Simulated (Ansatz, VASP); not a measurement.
## NiO: VASP beside Ansatz

The input INCAR:

```
SYSTEM = NiO
PREC = Accurate ; ENCUT = 520
EDIFF = 1E-6 ; ISMEAR = 0
SIGMA = 0.05 ; LREAL = .FALSE.
LASPH = .TRUE. ; NELM = 150
ALGO = Normal ; ISIF = 2
LWAVE = .FALSE. ; LCHARG = .TRUE.
ISPIN = 2 ; MAGMOM = 1.46 -1.46 0 0
LORBIT = 11 ; LMAXMIX = 4
GGA = CA ; LELF = .TRUE.
LVHAR = .TRUE. ; NBANDS = 28
```

File KPOINTS:

```
regular mesh
0
G
  12 12 8
  0 0 0
```

File POSCAR:

```
NiO
1.0
    2.9130965603      0.0000000000      0.0000000000
   -1.4565482802      2.5228156249      0.0000000000
    0.0000000000      0.0000000000      5.0552182658
Ni O
2 2
Direct
    0.0000000000      0.0000000000      0.0000000000
    0.0000000000      0.0000000000      0.5000000000
    0.3333333333      0.6666666667      0.2499995579
    0.6666666667      0.3333333333      0.7500004421
```

Input for Ansatz:

```yaml
crystal:
  lattice:
    - [2.9130965603, 0.0, 0.0]
    - [-1.4565482802, 2.5228156249, 0.0]
    - [0.0, 0.0, 5.0552182658]
  atoms:
    - { symbol: Ni, position: [0.0, 0.0, 0.0], spin: 1.46 }
    - { symbol: Ni, position: [0.0, 0.0, 0.5], spin: -1.46 }
    - { symbol: O, position: [0.3333333333, 0.6666666667, 0.2499995579] }
    - { symbol: O, position: [0.6666666667, 0.3333333333, 0.7500004421] }
basis:
  ecutwfc: 420
  ecutrho_ratio: 4
kpoints:
  mp_grid: { grid: [12, 12, 8] }
hamiltonian:
  xc: lda
scf:
  occupations: { method: gaussian, width: 0.05 }
  lower_state_search: "off"
output:
  forces: true
  stress: true
  eigenvalues: true
  populations: true
magnetization:
  spin_polarized: true
checkpoint:
  read: start.run
  write: ck
  compress: false
  write_wavefunctions: false
  write_every: 100000
```

Alike in both runs: task single point; functional LDA; k mesh 12 × 12 × 8; occupations gaussian, width 0.05 eV; collinear spin.

|  | VASP | Ansatz |
| --- | --- | --- |
| version | VASP 6.6.1 | Ansatz 0.2.0 |
| potentials or method | VASP PAW LDA potentials, release 64 (Ni, O), cutoff 520 eV | scalar-relativistic, plane waves, PAW |
| valence electrons in the cell | 32 | 48 |

Ansatz gave:

* gap on the k mesh at the Fermi level (eV): 0.23
* least direct gap on the mesh (eV): 0.34
* pressure (GPa): -19.3
* traceless stress, the component that is largest in VASP (GPa): -1.76
* net moment per atom (μB): 0.00
* size of the moment on the site where the two differ most (μB): 1.14

**Question.** What did VASP give for the same quantities?

**Answer.** gap on the k mesh at the Fermi level (eV): 0.19; least direct gap on the mesh (eV): 0.29; pressure (GPa): -19.6; traceless stress, the component that is largest in VASP (GPa): -1.70; net moment per atom (μB): 0.00; size of the moment on the site where the two differ most (μB): 1.09.

LDA's correlation is that of Perdew and Zunger in VASP and of Perdew and Wang (1992) in Ansatz. Site moments also hang on the region over which each program counts them. VASP's potentials hold 32 valence electrons a cell and Ansatz's 48, so a difference there can come from the potentials and not from the codes.
